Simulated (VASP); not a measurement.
# B (P4/mmm) in VASP: a series of runs, part 2 of 2

VASP 6.6.1. The steps go on from the part before.

## 4. Relaxation of cell and atoms, PBE

Contents of INCAR:

```
SYSTEM = B
PREC = Accurate
ENCUT = 600
EDIFF = 1E-7
ISMEAR = 0
SIGMA = 0.1
LREAL = .FALSE.
LASPH = .TRUE.
NELM = 60
ALGO = Normal
ISIF = 3
LWAVE = .FALSE.
LCHARG = .FALSE.
GGA = PE
IBRION = 2
NSW = 90
EDIFFG = -0.04
```

Contents of KPOINTS:

```
Automatic mesh
0
G
  4 4 10
  0 0 0
```

Contents of POSCAR:

```
B
1.0
    4.1769265100      0.0000000000      0.0000000000
    0.0000000000      4.1769265100      0.0000000000
    0.0000000000      0.0000000000      1.7306782100
B
4
Direct
    0.2070418300      0.5000000000      0.0000000000
    0.7929581700      0.5000000000      0.0000000000
    0.5000000000      0.2070418300      0.0000000000
    0.5000000000      0.7929581700      0.0000000000
```

Potentials or basis: VASP PAW PBE potentials, release 64 (B).

On the command line:

```sh
cat potpaw_PBE.64/B/POTCAR > POTCAR
mpirun -np 1 vasp_std > vasp.out
```

OUTCAR:

```text
SYSTEM = B
   PREC = Accurate
   ENCUT = 600
   EDIFF = 1E-7
   ISMEAR = 0
   LREAL = .FALSE.
   LASPH = .TRUE.
   NELM = 60
   ISIF = 3
   GGA = PE
   IBRION = 2
   NSW = 90
   EDIFFG = -0.04

 ion  position               nearest neighbor table
   1  0.207  0.500  0.000-   2 1.73   3 1.73   4 1.73
   2  0.793  0.500  0.000-   1 1.73   3 1.73   4 1.73
   3  0.500  0.207  0.000-   4 1.73   2 1.73   1 1.73
   4  0.500  0.793  0.000-   3 1.73   2 1.73   1 1.73

  LATTYP: Found a simple tetragonal cell.
 ALAT       =     4.1769265100
 C/A-ratio  =     0.4143425090

  Lattice vectors:

 A1 = (   4.1769265100,   0.0000000000,   0.0000000000)
 A2 = (   0.0000000000,   4.1769265100,   0.0000000000)
 A3 = (   0.0000000000,   0.0000000000,   1.7306782100)

Analysis of symmetry for initial positions (statically):
=====================================================================
 Subroutine PRICEL returns:
 Original cell was already a primitive cell.

 Routine SETGRP: Setting up the symmetry group for a
 simple tetragonal supercell.

 Subroutine GETGRP returns: Found 16 space group operations
 (whereof 16 operations were pure point group operations)
 out of a pool of 16 trial point group operations.

The static configuration has the point symmetry D_4h.

Analysis of symmetry for dynamics (positions and initial velocities):
=====================================================================
 Subroutine PRICEL returns:
 Original cell was already a primitive cell.

 Routine SETGRP: Setting up the symmetry group for a
 simple tetragonal supercell.

 Subroutine GETGRP returns: Found 16 space group operations
 (whereof 16 operations were pure point group operations)
 out of a pool of 16 trial point group operations.

The dynamic configuration has the point symmetry D_4h.

 Subroutine INISYM returns: Found 16 space group operations
 (whereof 16 operations are pure point group operations),
 and found     1 'primitive' translations

----------------------------------------------------------------------------------------

                                     Primitive cell

  volume of cell :      30.1946

  direct lattice vectors                    reciprocal lattice vectors
     4.176926510  0.000000000  0.000000000     0.239410485  0.000000000  0.000000000
     0.000000000  4.176926510  0.000000000     0.000000000  0.239410485  0.000000000
     0.000000000  0.000000000  1.730678210     0.000000000  0.000000000  0.577808165

  length of vectors
     4.176926510  4.176926510  1.730678210     0.239410485  0.239410485  0.577808165

  position of ions in fractional coordinates (direct lattice)
     0.207041830  0.500000000  0.000000000
     0.792958170  0.500000000  0.000000000
     0.500000000  0.207041830  0.000000000
     0.500000000  0.792958170  0.000000000

  ion indices of the primitive-cell ions
   primitive index   ion index
                 1           1
                 2           2
                 3           3
[... 35 lines left out ...]
  0.500000  0.500000  0.000000      1.000000
[... 16 lines left out ...]
  0.500000  0.250000  0.300000      8.000000
  0.500000  0.500000  0.300000      2.000000
 [... further k-points ...]
   k-points           NKPTS =     36   k-points in BZ     NKDIM =     36   number of bands    NBANDS=     10
   number of dos      NEDOS =    301   number of ions     NIONS =      4
   total plane-waves  NPLWV =  18144
   dimension x,y,z NGX =    36 NGY =   36 NGZ =   14
   dimension x,y,z NGXF=    72 NGYF=   72 NGZF=   28
   ions per type =               4
   NGX,Y,Z   is equivalent  to a cutoff of  14.33, 14.33, 13.45 a.u.
   NGXF,Y,Z  is equivalent  to a cutoff of  28.66, 28.66, 26.90 a.u.
 SYSTEM =  B
   PREC   = accura    normal or accurate (medium, high low for compatibility)
   ISTART =      0    job   : 0-new  1-cont  2-samecut
   ICHARG =      2    charge: 1-file 2-atom 10-const
   ISPIN  =      1    spin polarized calculation?
   LNONCOLLINEAR =      F non collinear calculations
   LSORBIT =      F    spin-orbit coupling
   LASPH  =      T    aspherical Exc in radial PAW
   ENCUT  =  600.0 eV  44.10 Ry    6.64 a.u.   8.34  8.34  3.46*2*pi/ulx,y,z
   NELM   =     60;   NELMIN=  2; NELMDL= -5     # of ELM steps
   EDIFF  = 0.1E-06   stopping-criterion for ELM
   LREAL  =      F    real-space projection
   EDIFFG = -.4E-01   stopping-criterion for IOM
   NSW    =     90    number of steps for IOM
   IBRION =      2    ionic relax: 0-MD 1-quasi-New 2-CG
   NFREE  =      1    steps in history (QN), initial steepest desc. (CG)
   ISIF   =      3    stress and relaxation
   ISYM   =      2    0-nonsym 1-usesym 2-fastsym
   POTIM  = 0.5000    time-step for ionic-motion
   TEBEG  =    0.0;   TEEND  =   0.0 temperature during run
   PSTRESS=    0.0 pullay stress
   NELECT =      12.0000    total number of electrons
   NUPDOWN=      -1.0000    fix difference up-down
   EMIN   =  10.00;   EMAX   =-10.00  energy-range for DOS
   EFERMI =   0.00;   METHOD = LEGACY
   ISMEAR =     0;   SIGMA  =   0.10  broadening in eV -4-tet -1-fermi 0-gaus
   EFERMI_NEDOS =   21; number of points for ismear=-14 and -15
   IALGO  =     38    algorithm
   IMIX   =      4    mixing-type and parameters
     AMIX     =   0.40;   BMIX     =  1.00
     AMIX_MAG =   1.60;   BMIX_MAG =  1.00
  volume/ion in A,a.u.               =       7.55        50.94
  Fermi-wavevector in a.u.,A,eV,Ry     =   1.203627  2.274525 19.711004  1.448718
  Thomas-Fermi vector in A             =   2.339375
   LORBIT       =      0    0 simple, 1 ext, 2 COOP (PROOUT), +10 PAW based schemes
   GGA     = PE    functional components
   LHFCALC =     F    Hartree Fock is set to
   AEXX    =    0.0000 exact exchange contribution
   IVDW    =     0    specifies the selected vdW correction
   LEPSILON=     F    determine dielectric tensor
   LRPA    =     F    only Hartree local field effects (RPA)
 conjugate gradient relaxation of ions
 non-spin polarized calculation
 Gauss-broadening in eV      SIGMA  =   0.10
  energy-cutoff  :      600.00
  volume of cell :       30.19
 maximum number of plane-waves:      1040
 NGX is ok and might be reduce to    36
   NGX = 17   NGY = 17   NGZ =  7

--------------------------------------- Ionic step        1  -------------------------------------------

 number of electron      12.0000000 magnetization

 Free energy of the ion-electron system (eV)
  ---------------------------------------------------
  ext. energy  EPLUGINS =         0.00000000
  ---------------------------------------------------
  free energy    TOTEN  =       -22.91987674 eV

  energy without entropy =      -22.91444824  energy(sigma->0) =      -22.91716249

------------------------ aborting loop because EDIFF is reached ----------------------------------------

  FORCE on cell =-STRESS in cart. coord.  units (eV):
  Direction    XX          YY          ZZ          XY          YZ          ZX
  --------------------------------------------------------------------------------------
  -------------------------------------------------------------------------------------
  Total        1.2019097      1.2019097     11.3438669      0.0000000      0.0000000      0.0000000
  in kB       63.7752872     63.7752872    601.9240686      0.0000000      0.0000000      0.0000000
  external PRESSURE =     243.1582143 kB  Pullay stress =       0.0000000 kB
[... 253 lines left out ...]
--------------------------------------- Ionic step        8  -------------------------------------------

 number of electron      11.9999999 magnetization

 Free energy of the ion-electron system (eV)
  ---------------------------------------------------
  ext. energy  EPLUGINS =         0.00000000
  ---------------------------------------------------
  free energy    TOTEN  =       -23.43347896 eV

  energy without entropy =      -23.42932078  energy(sigma->0) =      -23.43139987

 E-fermi :   4.4757     XC(G=0): -10.7431

 val. band max:        4.4001715715   @ k =   0.5000   0.5000   0.5000
 cond. band min:       4.5012846593   @ k =   0.0000   0.0000   0.5000
 fundamental gap:      0.1011130878
 Fermi energy:         4.4756611367

 k-point     1 :       0.0000    0.0000    0.0000
  band No.  band energies     occupation
      1     -10.2701      2.00000
      2      -4.1983      2.00000
      3      -3.0581      2.00000
      4      -3.0581      2.00000
      5      -2.9120      2.00000
      6       2.3069      2.00000
      7       7.9515      0.00000
      8       7.9515      0.00000
      9      11.2003      0.00000
     10      16.3277      0.00000
[... 287 lines left out ...]
 k-point    24 :       0.5000    0.5000    0.3000
  band No.  band energies     occupation
      1      -5.7675      2.00000
      2      -3.9876      2.00000
      3      -3.9876      2.00000
      4       1.2147      2.00000
      5       4.8893      0.00000
      6       4.8893      0.00000
      7       6.2606      0.00000
      8       8.0619      0.00000
      9       8.0619      0.00000
     10       8.9644      0.00000

 [... further k-points ...]
[... 5 lines left out ...]
  --------------------------------------------------------------------------------------
  -------------------------------------------------------------------------------------
  Total       -0.0002055     -0.0002055      0.0195939      0.0000000      0.0000000      0.0000000
  in kB       -0.0097204     -0.0097204      0.9268759      0.0000000      0.0000000      0.0000000
  external PRESSURE =       0.3024784 kB  Pullay stress =       0.0000000 kB
[... 19 lines left out ...]
  FREE ENERGIE OF THE ION-ELECTRON SYSTEM (eV)
  ---------------------------------------------------
  free  energy   TOTEN  =       -23.4334789551 eV

  energy  without entropy=      -23.4293207787  energy(sigma->0) =      -23.43139987

 reached required accuracy - stopping structural energy minimisation
```

OSZICAR:

```text
N       E                     dE             d eps       ncg     rms          rms(c)
DAV:   1     0.290339435006E+02    0.29034E+02   -0.65980E+03   720   0.121E+03
DAV:   2    -0.226900823810E+02   -0.51724E+02   -0.48850E+02  1026   0.202E+02
DAV:   3    -0.240790854879E+02   -0.13890E+01   -0.13666E+01   912   0.305E+01
DAV:   4    -0.240882877263E+02   -0.92022E-02   -0.91969E-02   872   0.245E+00
[... 64 lines left out ...]
DAV:   2    -0.234335258824E+02    0.92955E-04   -0.15393E-04   838   0.107E-01    0.434E-02
DAV:   3    -0.234334786062E+02    0.47276E-04   -0.62062E-05   768   0.592E-02    0.206E-03
DAV:   4    -0.234334788021E+02   -0.19589E-06   -0.17611E-06   760   0.113E-02    0.124E-03
DAV:   5    -0.234334789074E+02   -0.10533E-06   -0.36679E-08   402   0.165E-03    0.403E-04
DAV:   6    -0.234334789551E+02   -0.47662E-07   -0.63792E-09   360   0.737E-04
   8 F= -.23433479E+02 E0= -.23431400E+02  d E =-.329401E-03
```

Wall time 52 s (1 thread of Intel Xeon Platinum 8259CL at 2.50GHz (Skylake/Cascade Lake), shared host); peak memory 0.14 GiB.

What came out:

```
Free energy                            : -23.4335 eV
Relaxed volume                         : 8.47 Å³/atom
Relaxed cell                           : a = 4.202 Å, b = 4.202 Å, c = 1.918 Å, α = 90.00°, β = 90.00°, γ = 90.00°
Space group after relaxing (to 0.05 Å) : P4/mmm (No. 123)
Energy gained by relaxing              : 128.4 meV/atom
Ionic steps                            : 8
Pressure after relaxing                : 0.0 GPa
Largest force after relaxing           : 0.013 eV/Å
Band gap on the k mesh                 : zero (band 6 reaches 5.15 eV, above the bottom of band 7 at 3.77 eV)
```

Forces in eV/Å, atoms in the order of the input:
```
B    0.013  0.000  0.000
B   -0.013  0.000  0.000
B    0.000  0.013  0.000
B    0.000 -0.013  0.000
```

The path:
```
step  energy change (eV)  largest force (eV/Å)  pressure (GPa)  volume (Å³)
   1              0.0000                0.5092           24.32        30.19
   2             -0.4747                0.1779           -6.31        35.33
   3             -0.5065                0.0751           -0.41        33.87
   4             -0.5098                0.0273           -1.86        34.20
   5             -0.5097                0.0136           -2.21        34.29
   6             -0.5123                0.0012            0.41        33.84
   7             -0.5133                0.0063           -0.51        33.99
   8             -0.5136                0.0126            0.03        33.87
```

Final structure:
```xyz
4
Lattice="4.2020 0.0000 0.0000 0.0000 4.2020 0.0000 0.0000 0.0000 1.9182" Properties=species:S:1:pos:R:3 pbc="T T T"
B     0.8491    2.1010    0.0000
B     3.3529    2.1010    1.9182
B     2.1010    0.8491    0.0000
B     2.1010    3.3529    0.0000
```

Caveat: the k points lie up to 0.37 Å⁻¹ apart in the final cell.

## 5. Overview

```csv
task,cell,cutoff (eV),gap on the mesh (eV),pressure (GPa),largest force (eV/Å)
single point,"a = 4.177, b = 4.177, c = 1.731 Å, 4 atoms",520,none,24.3,0.51
single point,"a = 4.202, b = 4.202, c = 1.919 Å, 4 atoms",520,none,0.0,-
relaxation of cell and atoms,"relaxed from a = 4.177, b = 4.177, c = 1.731 Å, 4 atoms",600,none,0.0,0.01
```

Alike in all rows: level PBE; potentials or basis VASP PAW PBE potentials, release 64 (B); no spin polarisation; k mesh 4 × 4 × 10; smearing gaussian 0.1 eV.

Caveats: all runs use coarse meshes.

Absolute energies hang on the potentials; compare differences alone.
